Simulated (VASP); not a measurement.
Crystal: ZrWS3.

```
CELL_PARAMETERS angstrom
4.79698 0.00000 0.00000
0.00000 4.79698 0.00000
0.00000 0.00000 4.79698
ATOMIC_POSITIONS crystal
Zr 0.50000 0.50000 0.50000
W 0.00000 0.00000 0.00000
S 0.50000 0.50000 0.00000
S 0.00000 0.50000 0.50000
S 0.50000 0.00000 0.50000
```

Base run:

| Quantity | Value |
| --- | --- |
| Program | VASP 6.6.1 |
| Functional | PBE |
| Potentials or basis | VASP PAW PBE potentials, release 64 (Zr_sv, W_sv, S) |
| Cutoff | 520 eV |
| k mesh | 4 × 4 × 4 |
| Occupations | gaussian, width 0.1 eV |
| Spin | collinear spin, ferrimagnetic start |
| Starting moments | [0.01, 3.83, -0.09, -0.09, -0.09] μB |

Its results: pressure 6.2 GPa.

The run is repeated on the same cell with these changes: spin from collinear spin, ferrimagnetic start to no spin polarisation; further incar settings from ALGO = Normal; EDIFF = 1e-06; NBANDS = 34 to ALGO = Normal; EDIFF = 1e-07; NBANDS = 30. What comes out?

Pressure 1.9 GPa.
